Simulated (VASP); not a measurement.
# Si (P2_12_12_1) in VASP: single point with PBE

Aim: the single point of Si with PBE.

All numbers are computed with VASP 6.6.1; they aren't measurements. Logs are shortened: lines on timing, memory, paths and dates and some standing lists are left out, and cuts for length are marked.

### Step 1. The cell of the first run

The structure is orthorhombic, space group P2_12_12_1 (No. 19). The conventional cell has a = 3.835 Å, b = 3.835 Å, c = 5.424 Å, α = 90.00°, β = 90.00°, γ = 90.00°. Within 3.1 Å of Si (site symmetry 1) lie 4 Si at 2.35 Å.

### Step 2. Single point, PBE

Input file INCAR:

```
SYSTEM = Si
PREC     = Accurate       ! precision mode
ENCUT    = 500            ! plane-wave cutoff, eV
EDIFF    = 1E-6           ! SCF threshold, eV
ISMEAR   = 0              ! smearing method
SIGMA    = 0.05           ! smearing width, eV
LREAL    = .FALSE.        ! projectors in reciprocal space
LASPH    = .TRUE.         ! aspherical terms in the spheres
NELM     = 120            ! most SCF steps
ALGO     = Normal         ! electronic algorithm
ISIF     = 2              ! what is computed and relaxed
LWAVE    = .FALSE.        ! write WAVECAR
LCHARG   = .FALSE.        ! write CHGCAR
GGA      = PE             ! functional
NBANDS   = 16             ! bands
GGA_COMPAT= .FALSE.
```

Input file KPOINTS:

```
regular mesh
0
G
  8 8 6
  0 0 0
```

Input file POSCAR:

```
Si
1.0
    0.0000000000     -2.7120622449     -2.7120622449
    0.0000000000      2.7120622449     -2.7120622449
    5.4241244898      0.0000000000      0.0000000000
Si
4
Direct
    0.5059494685      0.5219083380      0.0000000000
   -0.0059494685     -0.0219083380      0.5000000000
    1.0059494685      0.4780916620      0.2500000000
    0.4940505315      0.0219083380      0.7500000000
```

Potentials or basis: VASP PAW PBE potentials, release 64 (Si).

The run is started by

```
cat potpaw_PBE.64/Si/POTCAR > POTCAR
mpirun -np 1 vasp_std > vasp.out
```

OUTCAR:

```text
SYSTEM = Si
   PREC = Accurate
   ENCUT = 500
   EDIFF = 1E-6
   ISMEAR = 0
   LREAL = .FALSE.
   LASPH = .TRUE.
   NELM = 120
   ISIF = 2
   GGA = PE

 ion  position               nearest neighbor table
   1  0.506  0.522  0.000-   4 2.35   4 2.35   3 2.35   3 2.35
   2  0.994  0.978  0.500-   3 2.35   3 2.35   4 2.35   4 2.35
   3  0.006  0.478  0.250-   2 2.35   2 2.35   1 2.35   1 2.35
   4  0.494  0.022  0.750-   1 2.35   1 2.35   2 2.35   2 2.35

  LATTYP: Found a simple tetragonal cell.
 ALAT       =     3.8354352087
 C/A-ratio  =     1.4142135624

  Lattice vectors:

 A1 = (   0.0000000000,  -2.7120622449,  -2.7120622449)
 A2 = (   0.0000000000,   2.7120622449,  -2.7120622449)
 A3 = (   5.4241244898,   0.0000000000,   0.0000000000)

Analysis of symmetry for initial positions (statically):
=====================================================================
 Subroutine PRICEL returns:
 Original cell was already a primitive cell.

 Routine SETGRP: Setting up the symmetry group for a
 simple tetragonal supercell.

 Subroutine GETGRP returns: Found  4 space group operations
 (whereof  1 operations were pure point group operations)
 out of a pool of 16 trial point group operations.

The static configuration has the point symmetry C_1 .
 The point group associated with its full space group is D_2 .

Analysis of symmetry for dynamics (positions and initial velocities):
=====================================================================
 Subroutine PRICEL returns:
 Original cell was already a primitive cell.

 Routine SETGRP: Setting up the symmetry group for a
 simple tetragonal supercell.

 Subroutine GETGRP returns: Found  4 space group operations
 (whereof  1 operations were pure point group operations)
 out of a pool of 16 trial point group operations.

The dynamic configuration has the point symmetry C_1 .
 The point group associated with its full space group is D_2 .

 Subroutine INISYM returns: Found  4 space group operations
 (whereof  1 operations are pure point group operations),
 and found     1 'primitive' translations

----------------------------------------------------------------------------------------

                                     Primitive cell

  volume of cell :      79.7919

  direct lattice vectors                    reciprocal lattice vectors
     0.000000000 -2.712062245 -2.712062245     0.000000000 -0.184361550 -0.184361550
     0.000000000  2.712062245 -2.712062245     0.000000000  0.184361550 -0.184361550
     5.424124490  0.000000000  0.000000000     0.184361550  0.000000000  0.000000000

  length of vectors
     3.835435209  3.835435209  5.424124490     0.260726605  0.260726605  0.184361550

  position of ions in fractional coordinates (direct lattice)
     0.505949468  0.521908338  0.000000000
     0.994050532  0.978091662  0.500000000
     0.005949468  0.478091662  0.250000000
     0.494050532  0.021908338  0.750000000

  ion indices of the primitive-cell ions
   primitive index   ion index
                 1           1
                 2           2
                 3           3
                 4           4

----------------------------------------------------------------------------------------

 KPOINTS: regular mesh

Automatic generation of k-mesh.
 Grid dimensions read from file:
 generate k-points for:    8    8    6

 Generating k-lattice:

  Cartesian coordinates                     Fractional coordinates (reciprocal lattice)
     0.000000000 -0.023045194 -0.023045194     0.125000000  0.000000000  0.000000000
     0.000000000  0.023045194 -0.023045194     0.000000000  0.125000000  0.000000000
     0.030726925  0.000000000  0.000000000     0.000000000  0.000000000  0.166666667

  Length of vectors
     0.032590826  0.032590826  0.030726925

  Shift w.r.t. Gamma in fractional coordinates (k-lattice)
     0.000000000  0.000000000  0.000000000

 Subroutine IBZKPT returns following result:
 ===========================================

 Found    100 irreducible k-points:

 Following reciprocal coordinates:
            Coordinates               Weight
  0.000000  0.000000  0.000000      1.000000
  0.125000  0.000000  0.000000      2.000000
  0.000000  0.125000  0.000000      2.000000
  0.250000  0.000000  0.000000      2.000000
  0.000000  0.250000  0.000000      2.000000
  0.375000  0.000000  0.000000      2.000000
[... 16 lines left out ...]
  0.500000  0.375000  0.000000      2.000000
 -0.375000  0.500000  0.000000      2.000000
 [... further k-points ...]
   k-points           NKPTS =    100   k-points in BZ     NKDIM =    100   number of bands    NBANDS=     16
   number of dos      NEDOS =    301   number of ions     NIONS =      4
   total plane-waves  NPLWV =  31360
   dimension x,y,z NGX =    28 NGY =   28 NGZ =   40
   dimension x,y,z NGXF=    56 NGYF=   56 NGZF=   80
   ions per type =               4
   NGX,Y,Z   is equivalent  to a cutoff of  12.14, 12.14, 12.26 a.u.
   NGXF,Y,Z  is equivalent  to a cutoff of  24.27, 24.27, 24.52 a.u.
 SYSTEM =  Si
   PREC   = accura    normal or accurate (medium, high low for compatibility)
   ISTART =      0    job   : 0-new  1-cont  2-samecut
   ICHARG =      2    charge: 1-file 2-atom 10-const
   ISPIN  =      1    spin polarized calculation?
   LNONCOLLINEAR =      F non collinear calculations
   LSORBIT =      F    spin-orbit coupling
   LASPH  =      T    aspherical Exc in radial PAW
   ENCUT  =  500.0 eV  36.75 Ry    6.06 a.u.   6.99  6.99  9.89*2*pi/ulx,y,z
   NELM   =    120;   NELMIN=  2; NELMDL= -5     # of ELM steps
   EDIFF  = 0.1E-05   stopping-criterion for ELM
   LREAL  =      F    real-space projection
   EDIFFG = 0.1E-04   stopping-criterion for IOM
   NSW    =      0    number of steps for IOM
   IBRION =     -1    ionic relax: 0-MD 1-quasi-New 2-CG
   NFREE  =      0    steps in history (QN), initial steepest desc. (CG)
   ISIF   =      2    stress and relaxation
   ISYM   =      2    0-nonsym 1-usesym 2-fastsym
   POTIM  = 0.5000    time-step for ionic-motion
   TEBEG  =    0.0;   TEEND  =   0.0 temperature during run
   PSTRESS=    0.0 pullay stress
   NELECT =      16.0000    total number of electrons
   NUPDOWN=      -1.0000    fix difference up-down
   EMIN   =  10.00;   EMAX   =-10.00  energy-range for DOS
   EFERMI =   0.00;   METHOD = LEGACY
   ISMEAR =     0;   SIGMA  =   0.05  broadening in eV -4-tet -1-fermi 0-gaus
   EFERMI_NEDOS =   21; number of points for ismear=-14 and -15
   IALGO  =     38    algorithm
   IMIX   =      4    mixing-type and parameters
     AMIX     =   0.40;   BMIX     =  1.00
     AMIX_MAG =   1.60;   BMIX_MAG =  1.00
  volume/ion in A,a.u.               =      19.95       134.62
  Fermi-wavevector in a.u.,A,eV,Ry     =   0.958213  1.810759 12.492478  0.918171
  Thomas-Fermi vector in A             =   2.087300
   LORBIT       =      0    0 simple, 1 ext, 2 COOP (PROOUT), +10 PAW based schemes
   GGA     = PE    functional components
   LHFCALC =     F    Hartree Fock is set to
   AEXX    =    0.0000 exact exchange contribution
   IVDW    =     0    specifies the selected vdW correction
   LEPSILON=     F    determine dielectric tensor
   LRPA    =     F    only Hartree local field effects (RPA)
 non-spin polarized calculation
 Gauss-broadening in eV      SIGMA  =   0.05
  energy-cutoff  :      500.00
  volume of cell :       79.79
 maximum number of plane-waves:      2072
   NGX = 13   NGY = 13   NGZ = 19

 number of electron      16.0000001 magnetization

 Free energy of the ion-electron system (eV)
  ---------------------------------------------------
  ext. energy  EPLUGINS =         0.00000000
  ---------------------------------------------------
  free energy    TOTEN  =       -21.65225366 eV

  energy without entropy =      -21.65225366  energy(sigma->0) =      -21.65225366

 E-fermi :   6.0908     XC(G=0):  -9.4305

 val. band max:        5.8904053418   @ k =   0.0000   0.0000   0.0000
 cond. band min:       6.4539908404   @ k =   0.3750   0.3750   0.0000
 fundamental gap:      0.5635854986
 Fermi energy:         6.0908424503

 k-point     1 :       0.0000    0.0000    0.0000
  band No.  band energies     occupation
      1      -6.1132      2.00000
      2      -1.9643      2.00000
      3      -1.9392      2.00000
      4       3.0116      2.00000
      5       3.0300      2.00000
      6       5.7140      2.00000
[... 8 lines left out ...]
     15      13.5352      0.00000
     16      13.5939      0.00000

 k-point     2 :       0.1250    0.0000    0.0000
  band No.  band energies     occupation
      1      -5.9764      2.00000
      2      -2.0329      2.00000
      3      -1.7910      2.00000
      4       2.3403      2.00000
      5       3.1260      2.00000
      6       4.8487      2.00000
[... 8 lines left out ...]
     15      12.9533      0.00000
     16      13.4521      0.00000

 k-point     3 :       0.0000    0.1250    0.0000
  band No.  band energies     occupation
      1      -5.9760      2.00000
      2      -2.0074      2.00000
      3      -1.8161      2.00000
      4       2.3223      2.00000
      5       3.1347      2.00000
      6       4.7947      2.00000
[... 8 lines left out ...]
     15      12.9424      0.00000
     16      13.4475      0.00000

 k-point     4 :       0.2500    0.0000    0.0000
  band No.  band energies     occupation
      1      -5.5714      2.00000
      2      -2.3756      2.00000
      3      -1.3478      2.00000
      4       1.5604      2.00000
      5       3.2048      2.00000
      6       3.4457      2.00000
[... 8 lines left out ...]
     15      12.1726      0.00000
     16      13.2519      0.00000

 k-point     5 :       0.0000    0.2500    0.0000
  band No.  band energies     occupation
      1      -5.5699      2.00000
      2      -2.3527      2.00000
      3      -1.3731      2.00000
      4       1.5384      2.00000
      5       3.1744      2.00000
      6       3.4554      2.00000
[... 8 lines left out ...]
     15      12.1513      0.00000
     16      13.3732      0.00000

 k-point     6 :       0.3750    0.0000    0.0000
  band No.  band energies     occupation
      1      -4.9179      2.00000
      2      -3.1299      2.00000
      3      -0.6137      2.00000
      4       1.5172      2.00000
      5       1.6878      2.00000
      6       3.0783      2.00000
[... 8 lines left out ...]
     15      11.9390      0.00000
     16      12.0828      0.00000
[... 267 lines left out ...]
 k-point    21 :      -0.2500    0.5000    0.0000
  band No.  band energies     occupation
      1      -3.5057      2.00000
      2      -3.5057      2.00000
      3      -0.1026      2.00000
      4      -0.1026      2.00000
      5       2.4936      2.00000
      6       2.4936      2.00000
[... 8 lines left out ...]
     15      13.8803      0.00000
     16      13.8803      0.00000

 k-point    22 :       0.3750    0.3750    0.0000
  band No.  band energies     occupation
      1      -3.7090      2.00000
      2      -1.8797      2.00000
      3      -1.8659      2.00000
      4       0.1265      2.00000
      5       2.4361      2.00000
      6       2.4524      2.00000
[... 8 lines left out ...]
     15      13.9634      0.00000
     16      13.9989      0.00000

 k-point    23 :       0.5000    0.3750    0.0000
  band No.  band energies     occupation
      1      -2.8416      2.00000
      2      -2.8416      2.00000
      3      -0.9455      2.00000
      4      -0.9455      2.00000
      5       2.8562      2.00000
      6       2.8562      2.00000
[... 8 lines left out ...]
     15      15.0921      0.00000
     16      15.0921      0.00000

 k-point    24 :      -0.3750    0.5000    0.0000
  band No.  band energies     occupation
      1      -2.8373      2.00000
      2      -2.8373      2.00000
      3      -0.9536      2.00000
      4      -0.9536      2.00000
      5       2.8482      2.00000
      6       2.8482      2.00000
[... 8 lines left out ...]
     15      15.1146      0.00000
     16      15.1146      0.00000

 [... further k-points ...]

------------------------ aborting loop because EDIFF is reached ----------------------------------------

  FORCE on cell =-STRESS in cart. coord.  units (eV):
  Direction    XX          YY          ZZ          XY          YZ          ZX
  --------------------------------------------------------------------------------------
  -------------------------------------------------------------------------------------
  Total        0.9622811      1.0016812      1.0016812      0.0000000     -0.0664976      0.0000000
  in kB       19.3220677     20.1131995     20.1131995      0.0000000     -1.3352339      0.0000000
  external PRESSURE =      19.8494889 kB  Pullay stress =       0.0000000 kB

 VOLUME and BASIS-vectors are now :
 -----------------------------------------------------------------------------
  energy-cutoff  :      500.00
  volume of cell :       79.79
      direct lattice vectors                 reciprocal lattice vectors
     0.000000000 -2.712062245 -2.712062245     0.000000000 -0.184361550 -0.184361550
     0.000000000  2.712062245 -2.712062245     0.000000000  0.184361550 -0.184361550
     5.424124490  0.000000000  0.000000000     0.184361550  0.000000000  0.000000000

 POSITION                                       TOTAL-FORCE (eV/Angst)
 -----------------------------------------------------------------------------------
      0.00000      0.04328     -2.78761         0.061362     -0.093404      0.156270
      2.71206     -0.04328     -5.34857         0.061362      0.093404     -0.156270
      1.35603      1.28048     -1.31275        -0.061362      0.156270     -0.093404
      4.06809     -1.28048     -1.39931        -0.061362     -0.156270      0.093404
 -----------------------------------------------------------------------------------
    total drift:                                0.000000     -0.000000     -0.000000

  FREE ENERGIE OF THE ION-ELECTRON SYSTEM (eV)
  ---------------------------------------------------
  free  energy   TOTEN  =       -21.6522536612 eV

  energy  without entropy=      -21.6522536612  energy(sigma->0) =      -21.65225366
```

It took 2 min on 1 thread of Oxide Virtual Turin-like, shared host; peak memory 0.19 GiB.

What came out:

```yaml
Free_energy: -21.6523 eV
Pressure: 2.0 GPa
Largest_force: 0.192 eV/Å
Band_gap_on_the_k_mesh: 0.56 eV (least direct gap 0.69 eV)
```

Forces on the atoms (eV/Å):
```
Si   0.061 -0.093  0.156
Si   0.061  0.093 -0.156
Si  -0.061  0.156 -0.093
Si  -0.061 -0.156  0.093
```

Stress tensor (GPa, compression positive):
```
 1.93  0.00  0.00
 0.00  2.01 -0.13
 0.00 -0.13  2.01
```

Caveat: semilocal functionals underestimate gaps, and a narrow one can read as zero. A k mesh can miss the band edges.
